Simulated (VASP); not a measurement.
# Ca (P6_3/mmc) in VASP: notebook

The runs below take Ca through single point, relaxation of cell and atoms, with PBE, HSE06.

Everything below comes from runs of VASP 6.6.1. Logs are shortened: lines on timing, memory, paths and dates and some standing lists are left out, and cuts for length are marked.

## Step 1: The cell of the first run

The structure is hexagonal, space group P6_3/mmc (No. 194). Conventional cell: a = 3.945 Å, b = 3.945 Å, c = 6.444 Å, α = 90.00°, β = 90.00°, γ = 120.00°. Ca (site symmetry -6m2) has 12 Ca at 3.95 Å within 5.2 Å.

This isn't the form of Ca at room conditions, which is fcc.

## Step 2: Single point, PBE

The input, INCAR:

```
PREC = Accurate
ENCUT = 520
EDIFF = 1E-6
ISMEAR = 0
SIGMA = 0.05
LREAL = False
LASPH = True
NELM = 100
ALGO = Normal
ISIF = 2
LWAVE = False
LCHARG = False
GGA = PE
NBANDS = 17
```

The input, KPOINTS:

```
Automatic mesh
0
Gamma
  6 6 4
```

The input, POSCAR:

```
Ca
1.0
    3.9453825678      0.0000000000      0.0000000000
   -1.9726912839      3.4168015314      0.0000000000
    0.0000000000      0.0000000000      6.4441248608
Ca
2
Direct
    0.3333333333      0.6666666667      0.7500000000
    0.6666666667      0.3333333333      0.2500000000
```

Potentials or basis: VASP PAW PBE potentials, release 64 (Ca_sv).

The run is started by

```console
$ cat potpaw_PBE.64/Ca_sv/POTCAR > POTCAR
$ mpirun -np 1 vasp_std > vasp.out
```

OUTCAR:

```text
PREC = Accurate
   ENCUT = 520
   EDIFF = 1E-6
   ISMEAR = 0
   LREAL = False
   LASPH = True
   NELM = 100
   ISIF = 2
   GGA = PE

 ion  position               nearest neighbor table
   1  0.333  0.667  0.750-
   2  0.667  0.333  0.250-

  LATTYP: Found a hexagonal cell.
 ALAT       =     3.9453825678
 C/A-ratio  =     1.6333333333

  Lattice vectors:

 A1 = (   3.9453825678,   0.0000000000,   0.0000000000)
 A2 = (  -1.9726912839,   3.4168015314,   0.0000000000)
 A3 = (   0.0000000000,   0.0000000000,   6.4441248608)

Analysis of symmetry for initial positions (statically):
=====================================================================
 Subroutine PRICEL returns:
 Original cell was already a primitive cell.

 Routine SETGRP: Setting up the symmetry group for a
 hexagonal supercell.

 Subroutine GETGRP returns: Found 24 space group operations
 (whereof 12 operations were pure point group operations)
 out of a pool of 24 trial point group operations.

The static configuration has the point symmetry D_3d.
 The point group associated with its full space group is D_6h.

Analysis of symmetry for dynamics (positions and initial velocities):
=====================================================================
 Subroutine PRICEL returns:
 Original cell was already a primitive cell.

 Routine SETGRP: Setting up the symmetry group for a
 hexagonal supercell.

 Subroutine GETGRP returns: Found 24 space group operations
 (whereof 12 operations were pure point group operations)
 out of a pool of 24 trial point group operations.

The dynamic configuration has the point symmetry D_3d.
 The point group associated with its full space group is D_6h.

 Subroutine INISYM returns: Found 24 space group operations
 (whereof 12 operations are pure point group operations),
 and found     1 'primitive' translations

----------------------------------------------------------------------------------------

                                     Primitive cell

  volume of cell :      86.8706

  direct lattice vectors                    reciprocal lattice vectors
     3.945382568  0.000000000  0.000000000     0.253460845  0.146335687  0.000000000
    -1.972691284  3.416801531  0.000000000     0.000000000  0.292671374  0.000000000
     0.000000000  0.000000000  6.444124861     0.000000000  0.000000000  0.155180109

  length of vectors
     3.945382568  3.945382568  6.444124861     0.292671374  0.292671374  0.155180109

  position of ions in fractional coordinates (direct lattice)
     0.333333333  0.666666667  0.750000000
     0.666666667  0.333333333  0.250000000

  ion indices of the primitive-cell ions
   primitive index   ion index
                 1           1
                 2           2

----------------------------------------------------------------------------------------

 KPOINTS: Automatic mesh

Automatic generation of k-mesh.
 Grid dimensions read from file:
 generate k-points for:    6    6    4

 Generating k-lattice:

  Cartesian coordinates                     Fractional coordinates (reciprocal lattice)
     0.042243474  0.024389281  0.000000000     0.166666667  0.000000000  0.000000000
     0.000000000  0.048778562  0.000000000     0.000000000  0.166666667  0.000000000
     0.000000000  0.000000000  0.038795027     0.000000000  0.000000000  0.250000000

  Length of vectors
     0.048778562  0.048778562  0.038795027

  Shift w.r.t. Gamma in fractional coordinates (k-lattice)
     0.000000000  0.000000000  0.000000000

 Subroutine IBZKPT returns following result:
 ===========================================

 Found     21 irreducible k-points:

 Following reciprocal coordinates:
            Coordinates               Weight
  0.000000  0.000000  0.000000      1.000000
  0.166667 -0.000000  0.000000      6.000000
  0.333333  0.000000  0.000000      6.000000
  0.500000  0.000000  0.000000      3.000000
  0.166667  0.166667  0.000000      6.000000
  0.333333  0.166667  0.000000     12.000000
[... 13 lines left out ...]
  0.333333  0.166667  0.500000     12.000000
  0.333333  0.333333  0.500000      2.000000
   k-points           NKPTS =     21   k-points in BZ     NKDIM =     21   number of bands    NBANDS=     17
   number of dos      NEDOS =    301   number of ions     NIONS =      2
   total plane-waves  NPLWV =  43200
   dimension x,y,z NGX =    30 NGY =   30 NGZ =   48
   dimension x,y,z NGXF=    60 NGYF=   60 NGZF=   96
   ions per type =               2
   NGX,Y,Z   is equivalent  to a cutoff of  12.64, 12.64, 12.38 a.u.
   NGXF,Y,Z  is equivalent  to a cutoff of  25.28, 25.28, 24.77 a.u.
 SYSTEM =  unknown system
   PREC   = accura    normal or accurate (medium, high low for compatibility)
   ISTART =      0    job   : 0-new  1-cont  2-samecut
   ICHARG =      2    charge: 1-file 2-atom 10-const
   ISPIN  =      1    spin polarized calculation?
   LNONCOLLINEAR =      F non collinear calculations
   LSORBIT =      F    spin-orbit coupling
   LASPH  =      T    aspherical Exc in radial PAW
   ENCUT  =  520.0 eV  38.22 Ry    6.18 a.u.   7.34  7.34 11.98*2*pi/ulx,y,z
   NELM   =    100;   NELMIN=  2; NELMDL= -5     # of ELM steps
   EDIFF  = 0.1E-05   stopping-criterion for ELM
   LREAL  =      F    real-space projection
   EDIFFG = 0.1E-04   stopping-criterion for IOM
   NSW    =      0    number of steps for IOM
   IBRION =     -1    ionic relax: 0-MD 1-quasi-New 2-CG
   NFREE  =      0    steps in history (QN), initial steepest desc. (CG)
   ISIF   =      2    stress and relaxation
   ISYM   =      2    0-nonsym 1-usesym 2-fastsym
   POTIM  = 0.5000    time-step for ionic-motion
   TEBEG  =    0.0;   TEEND  =   0.0 temperature during run
   PSTRESS=    0.0 pullay stress
   NELECT =      20.0000    total number of electrons
   NUPDOWN=      -1.0000    fix difference up-down
   EMIN   =  10.00;   EMAX   =-10.00  energy-range for DOS
   EFERMI =   0.00;   METHOD = LEGACY
   ISMEAR =     0;   SIGMA  =   0.05  broadening in eV -4-tet -1-fermi 0-gaus
   EFERMI_NEDOS =   21; number of points for ismear=-14 and -15
   IALGO  =     38    algorithm
   IMIX   =      4    mixing-type and parameters
     AMIX     =   0.40;   BMIX     =  1.00
     AMIX_MAG =   1.60;   BMIX_MAG =  1.00
  volume/ion in A,a.u.               =      43.44       293.12
  Fermi-wavevector in a.u.,A,eV,Ry     =   1.003369  1.896092 13.697649  1.006749
  Thomas-Fermi vector in A             =   2.135916
   LORBIT       =      0    0 simple, 1 ext, 2 COOP (PROOUT), +10 PAW based schemes
   GGA     = PE    functional components
   LHFCALC =     F    Hartree Fock is set to
   AEXX    =    0.0000 exact exchange contribution
   IVDW    =     0    specifies the selected vdW correction
   LEPSILON=     F    determine dielectric tensor
   LRPA    =     F    only Hartree local field effects (RPA)
 non-spin polarized calculation
 Gauss-broadening in eV      SIGMA  =   0.05
  energy-cutoff  :      520.00
  volume of cell :       86.87
 maximum number of plane-waves:      2370
 NGX is ok and might be reduce to    30
   NGX = 15   NGY = 15   NGZ = 23

 number of electron      19.9999995 magnetization

 Free energy of the ion-electron system (eV)
  ---------------------------------------------------
  ext. energy  EPLUGINS =         0.00000000
  ---------------------------------------------------
  free energy    TOTEN  =        -3.82616029 eV

  energy without entropy =       -3.82071433  energy(sigma->0) =       -3.82343731

 E-fermi :   1.8826     XC(G=0):  -7.6449

 val. band max:        1.8781063586   @ k =   0.1667   0.1667   0.0000
 cond. band min:       1.9202755220   @ k =   0.3333   0.0000   0.0000
 fundamental gap:      0.0421691634
 Fermi energy:         1.8825735677

 k-point     1 :       0.0000    0.0000    0.0000
  band No.  band energies     occupation
      1     -40.2149      2.00000
      2     -40.2031      2.00000
      3     -21.2532      2.00000
      4     -21.1572      2.00000
      5     -21.1572      2.00000
      6     -21.1398      2.00000
[... 9 lines left out ...]
     16       4.4391      0.00000
     17       4.8178      0.00000

 k-point     2 :       0.1667   -0.0000    0.0000
  band No.  band energies     occupation
      1     -40.2123      2.00000
      2     -40.2018      2.00000
      3     -21.2427      2.00000
      4     -21.1807      2.00000
      5     -21.1646      2.00000
      6     -21.1640      2.00000
[... 9 lines left out ...]
     16       4.5080      0.00000
     17       4.5754      0.00000

 k-point     3 :       0.3333    0.0000    0.0000
  band No.  band energies     occupation
      1     -40.2065      2.00000
      2     -40.1997      2.00000
      3     -21.2283      2.00000
      4     -21.2172      2.00000
      5     -21.2107      2.00000
      6     -21.1787      2.00000
[... 9 lines left out ...]
     16       5.0922      0.00000
     17       5.2319      0.00000

 k-point     4 :       0.5000    0.0000    0.0000
  band No.  band energies     occupation
      1     -40.2031      2.00000
      2     -40.1992      2.00000
      3     -21.2524      2.00000
      4     -21.2335      2.00000
      5     -21.1986      2.00000
      6     -21.1855      2.00000
[... 9 lines left out ...]
     16       5.8447      0.00000
     17       5.9269      0.00000

 k-point     5 :       0.1667    0.1667    0.0000
  band No.  band energies     occupation
      1     -40.2080      2.00000
      2     -40.2002      2.00000
      3     -21.2244      2.00000
      4     -21.2070      2.00000
      5     -21.2037      2.00000
      6     -21.1734      2.00000
[... 9 lines left out ...]
     16       4.7618      0.00000
     17       5.0057      0.00000

 k-point     6 :       0.3333    0.1667    0.0000
  band No.  band energies     occupation
      1     -40.2031      2.00000
      2     -40.1992      2.00000
      3     -21.2397      2.00000
      4     -21.2241      2.00000
      5     -21.1989      2.00000
      6     -21.1943      2.00000
[... 9 lines left out ...]
     16       5.2740      0.00000
     17       5.6125      0.00000

 k-point     7 :       0.3333    0.3333    0.0000
  band No.  band energies     occupation
      1     -40.2002      2.00000
      2     -40.2002      2.00000
      3     -21.2323      2.00000
      4     -21.2150      2.00000
      5     -21.2150      2.00000
      6     -21.1960      2.00000
[... 9 lines left out ...]
     16       5.5186      0.00000
     17       5.5697      0.00000

 k-point     8 :       0.0000    0.0000    0.2500
  band No.  band energies     occupation
      1     -40.2132      2.00000
      2     -40.2048      2.00000
      3     -21.2353      2.00000
      4     -21.1546      2.00000
      5     -21.1546      2.00000
      6     -21.1475      2.00000
[... 9 lines left out ...]
     16       4.3109      0.00000
     17       5.0558      0.00000
[... 143 lines left out ...]
      1     -40.2071      2.00000
      2     -40.2071      2.00000
      3     -21.1995      2.00000
      4     -21.1995      2.00000
      5     -21.1612      2.00000
      6     -21.1612      2.00000
[... 9 lines left out ...]
     16       4.3411      0.00000
     17       5.4251      0.00000

 k-point    17 :       0.3333    0.0000    0.5000
  band No.  band energies     occupation
      1     -40.2031      2.00000
      2     -40.2031      2.00000
      3     -21.2356      2.00000
      4     -21.2356      2.00000
      5     -21.1657      2.00000
      6     -21.1657      2.00000
[... 9 lines left out ...]
     16       4.6604      0.00000
     17       5.5665      0.00000

 k-point    18 :       0.5000    0.0000    0.5000
  band No.  band energies     occupation
      1     -40.2011      2.00000
      2     -40.2011      2.00000
      3     -21.2572      2.00000
      4     -21.2572      2.00000
      5     -21.1714      2.00000
      6     -21.1714      2.00000
[... 9 lines left out ...]
     16       4.6988      0.00000
     17       5.8573      0.00000

 k-point    19 :       0.1667    0.1667    0.5000
  band No.  band energies     occupation
      1     -40.2041      2.00000
      2     -40.2041      2.00000
      3     -21.2213      2.00000
      4     -21.2213      2.00000
      5     -21.1730      2.00000
      6     -21.1730      2.00000
[... 9 lines left out ...]
     16       4.5310      0.00000
     17       5.3666      0.00000

 k-point    20 :       0.3333    0.1667    0.5000
  band No.  band energies     occupation
      1     -40.2011      2.00000
      2     -40.2011      2.00000
      3     -21.2455      2.00000
      4     -21.2455      2.00000
      5     -21.1890      2.00000
      6     -21.1890      2.00000
[... 9 lines left out ...]
     16       4.5619      0.00000
     17       5.6630      0.00000

 k-point    21 :       0.3333    0.3333    0.5000
  band No.  band energies     occupation
      1     -40.2002      2.00000
      2     -40.2002      2.00000
      3     -21.2359      2.00000
      4     -21.2359      2.00000
      5     -21.2142      2.00000
      6     -21.2142      2.00000
[... 9 lines left out ...]
     16       4.6056      0.00000
     17       5.6221      0.00000

------------------------ aborting loop because EDIFF is reached ----------------------------------------

  FORCE on cell =-STRESS in cart. coord.  units (eV):
  Direction    XX          YY          ZZ          XY          YZ          ZX
  --------------------------------------------------------------------------------------
  -------------------------------------------------------------------------------------
  Total       -0.2898543     -0.2898543     -0.0766868      0.0000000      0.0000000     -0.0000000
  in kB       -5.3458596     -5.3458596     -1.4143555      0.0000000      0.0000000     -0.0000000
  external PRESSURE =      -4.0353582 kB  Pullay stress =       0.0000000 kB

 VOLUME and BASIS-vectors are now :
 -----------------------------------------------------------------------------
  energy-cutoff  :      520.00
  volume of cell :       86.87
      direct lattice vectors                 reciprocal lattice vectors
     3.945382568  0.000000000  0.000000000     0.253460845  0.146335687  0.000000000
    -1.972691284  3.416801531  0.000000000     0.000000000  0.292671374  0.000000000
     0.000000000  0.000000000  6.444124861     0.000000000  0.000000000  0.155180109

 POSITION                                       TOTAL-FORCE (eV/Angst)
 -----------------------------------------------------------------------------------
     -0.00000      2.27787      4.83309        -0.000000      0.000000     -0.000000
      1.97269      1.13893      1.61103         0.000000     -0.000000      0.000000
 -----------------------------------------------------------------------------------
    total drift:                               -0.000000      0.000000     -0.000000

  FREE ENERGIE OF THE ION-ELECTRON SYSTEM (eV)
  ---------------------------------------------------
  free  energy   TOTEN  =        -3.8261602909 eV

  energy  without entropy=       -3.8207143304  energy(sigma->0) =       -3.82343731
```

Wall time 12 s (1 thread of Intel Xeon 6975P-C (Granite Rapids), shared host); peak memory 0.19 GiB.

What came out:

```yaml
Free_energy: -3.8262 eV
Pressure: -0.4 GPa
Band_gap_on_the_k_mesh: zero (bands 10 and 11 overlap by 0.36 eV)
```

Stress tensor (GPa, compression positive):
```
-0.53  0.00  0.00
 0.00 -0.53  0.00
 0.00  0.00 -0.14
```

Levels at points of the mesh, in eV from the Fermi level:
| k point | band 6 | band 7 | band 8 | band 9 | band 10 | band 11 | band 12 | band 13 | band 14 | band 15 |
| --- | --- | --- | --- | --- | --- | --- | --- | --- | --- | --- |
| (0.00, 0.00, 0.00) | -23.02 | -23.02 | -23.01 | -4.01 | -1.02 | -0.22 | 2.26 | 2.26 | 2.26 | 2.56 |
| (0.50, 0.00, 0.00) | -23.07 | -23.04 | -23.04 | -1.12 | -0.70 | 0.24 | 0.39 | 1.36 | 1.89 | 2.17 |
| (0.00, 0.00, 0.50) | -23.03 | -23.03 | -23.03 | -3.01 | -3.01 | 1.39 | 1.39 | 2.24 | 2.24 | 2.24 |
| (0.50, 0.00, 0.50) | -23.05 | -23.05 | -23.05 | -0.67 | -0.67 | 0.08 | 0.08 | 1.45 | 1.45 | 2.82 |

(Continued in part 2 of 2.)

The gap in the log of VASP goes by the Fermi energy; the results here count the filled bands.